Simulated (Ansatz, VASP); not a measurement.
## One calculation of Y, two programs

```
Y
1.0
     3.65150    0.00000    0.00000
    -1.82575    3.16229    0.00000
     0.00000    0.00000    5.74740
Y
2
Direct
  0.33333 0.66667 0.25000
  0.66667 0.33333 0.75000
```

Alike in both runs: functional PBE; k mesh 9 × 9 × 5; occupations fermi-dirac, width 0.05 eV; no spin polarisation.

Ansatz relaxed the structure, and its values are those at the end. VASP's run is a single point on that final structure, the one shown.

|  | VASP | Ansatz |
| --- | --- | --- |
| version | VASP 6.6.1 | Ansatz 0.2.0 |
| potentials or method | VASP PAW PBE potentials, release 64 (Y_sv) | plane-wave PAW, scalar-relativistic |
| plane-wave cutoff (eV) | 520 | 420 |
| valence electrons in the cell | 22 | 22 |

Ansatz gave:

* pressure (GPa): -0.4

Task: What did VASP give for the same quantities?

Result: Pressure (GPa): -0.5.

Ansatz's warnings: stress scf threshold loose.
